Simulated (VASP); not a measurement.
Input of a VASP 6.6.1 run:

Contents of INCAR:

```
  ALGO = Normal
  EDIFF = 1E-6
  ENCUT = 520
  GGA = PE
  ISIF = 2
  ISMEAR = -1
  LASPH = True
  LCHARG = False
  LREAL = False
  LWAVE = False
  NBANDS = 16
  NELM = 60
  PREC = Accurate
  SIGMA = 0.15
```

The input KPOINTS:

```
k-points
0
Gamma
  12 12 12
```

Contents of POSCAR:

```
InAs
1.0
    0.0000000000      3.0937808094      3.0937808094
    3.0937808094      0.0000000000      3.0937808094
    3.0937808094      3.0937808094      0.0000000000
In As
1 1
Direct
    0.0000000000      0.0000000000      0.0000000000
    0.7500000000      0.7500000000      0.7500000000
```

Potentials or basis: VASP PAW PBE potentials, release 64 (In_d, As).

Run with:

```sh
$ cat potpaw_PBE.64/In_d/POTCAR potpaw_PBE.64/As/POTCAR > POTCAR
$ mpirun -np 1 vasp_std > vasp.out
```

Q: Predict the band gap on the k mesh.

A: Zero (filled and empty bands touch).

Q: What does it give for the pressure?

A: 0.0 GPa.

Caveat: spin-orbit coupling is left out, which moves the levels of the heavy elements.
